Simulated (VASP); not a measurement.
Wanted: the native input for a VASP 6.6.1 run.

| Property | Result |
| --- | --- |
| Task | single point |
| Functional | PBEsol |
| Potentials or basis | VASP PAW PBE potentials, release 64 (Ga_d, Sb) |
| Cutoff | 520 eV |
| k mesh | 10 × 10 × 10 |
| Occupations | gaussian, width 0.15 eV |
| Spin | no spin polarisation |
| Dipole correction | no |
| Further INCAR settings | ALGO = Normal; EDIFF = 1e-07; NBANDS = 22 |

The structure of GaSb3 lies in POSCAR:

```
GaSb3
1.0
    0.0000000000      3.5822790583      3.7789461786
    3.5822790583      0.0000000000      3.7789461786
    3.5822790583      3.5822790583      0.0000000000
Ga Sb
1 3
Direct
    0.0000000000      0.0000000000      0.0000000000
    0.2500000000      0.2500000000      0.2500000000
    0.7500000000      0.7500000000      0.7500000000
    0.5000000000      0.5000000000      0.5000000000
```

One way to write it, as run:

INCAR

```
ALGO = Normal ; EDIFF = 1E-7
ENCUT = 520 ; GGA = PS
ISIF = 2 ; ISMEAR = 0
LASPH = T ; LCHARG = F
LREAL = F ; LWAVE = F
NBANDS = 22 ; NELM = 60
PREC = Accurate ; SIGMA = 0.15
```

KPOINTS

```
k-points
0
Gamma
  10 10 10
```

Potentials or basis: VASP PAW PBE potentials, release 64 (Ga_d, Sb).

The run is started by

```bash
$ cat potpaw_PBE.64/Ga_d/POTCAR potpaw_PBE.64/Sb/POTCAR > POTCAR
$ mpirun -np 1 vasp_std > vasp.out
```

It gave:

```yaml
Pressure: 0.2 GPa
Band_gap_on_the_k_mesh: zero (bands 14 and 15 overlap by 4.36 eV)
```

Caveat: the PAW data sets were made with another functional, which shifts forces and pressure a little; spin-orbit coupling is left out, which moves the levels of the heavy elements.

Run time: 6.4 min on 1 thread of Intel Xeon 8259CL (shared host), peak memory 0.38 GiB.
